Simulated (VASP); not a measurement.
The system is Hf7S.

```
Hf S
1.0
     3.20000    0.00000    0.00000
    -1.60000    2.77128    0.00000
     0.00000    0.00000   17.50000
Hf S
7 1
Direct
  0.00000 0.00000 0.50000
  0.33333 0.66667 0.36400
  0.66667 0.33333 0.63600
  0.33333 0.66667 0.77200
  0.66667 0.33333 0.90800
  0.33333 0.66667 0.09200
  0.66667 0.33333 0.22800
  0.00000 0.00000 0.00000
```

| Property | Result |
| --- | --- |
| Program | VASP 6.6.1 |
| Task | relaxation of cell and atoms |
| Functional | PBE |
| Potentials or basis | VASP PAW PBE potentials, release 64 (Hf_pv, S) |
| Cutoff | 600 eV |
| k mesh | 6 × 6 × 1 |
| Occupations | gaussian, width 0.2 eV |
| Spin | no spin polarisation |

At the start: pressure 14.9 GPa; volume 19.40 Å³/atom.

**Question.** Where does the relaxation end?

**Answer.** Over 9 steps the energy falls by 121.6 meV/atom and the volume is 21.52 Å³/atom (+10.9 %); space group P-3m1 (No. 164, to 0.1 Å) before and after.

Step by step:
| step | energy change (eV) | largest force (eV/Å) | pressure (GPa) | volume (Å³) |
| --- | --- | --- | --- | --- |
| 1 | 0.0000 | 1.1739 | 14.92 | 155.19 |
| 2 | 0.2453 | 0.4242 | -12.70 | 199.27 |
| 3 | -0.8783 | 0.5439 | -1.13 | 174.32 |
| 4 | -0.8792 | 0.5569 | -0.79 | 173.77 |
| 5 | -0.9562 | 0.3533 | -0.28 | 172.73 |
| 6 | -0.9665 | 0.2355 | 0.01 | 172.18 |
| 7 | -0.9665 | 0.2289 | 0.02 | 172.15 |
| 8 | -0.9719 | 0.0844 | 0.05 | 172.14 |
| 9 | -0.9726 | 0.0448 | 0.06 | 172.13 |

Final structure:
```cif
data_structure
_symmetry_space_group_name_H-M 'P 1'
_symmetry_Int_Tables_number 1
_cell_length_a 3.2532
_cell_length_b 3.2532
_cell_length_c 18.7808
_cell_angle_alpha 90.000
_cell_angle_beta 90.000
_cell_angle_gamma 120.000
_cell_volume 172.13
loop_
_atom_site_label
_atom_site_type_symbol
_atom_site_fract_x
_atom_site_fract_y
_atom_site_fract_z
_atom_site_occupancy
Hf1 Hf 0.00000 0.00000 0.50000 1
Hf2 Hf 0.33333 0.66667 0.36411 1
Hf3 Hf 0.66667 0.33333 0.63589 1
Hf4 Hf 0.33333 0.66667 0.77340 1
Hf5 Hf 0.66667 0.33333 0.90325 1
Hf6 Hf 0.33333 0.66667 0.09675 1
Hf7 Hf 0.66667 0.33333 0.22660 1
S1 S 0.00000 0.00000 0.00000 1
```

Caveat: the k points lie up to 0.37 Å⁻¹ apart in the final cell, too coarse for converged energies and pressures of a metal; the relaxation stopped at a loose force limit of 0.08 eV/Å, so its end isn't a converged minimum.
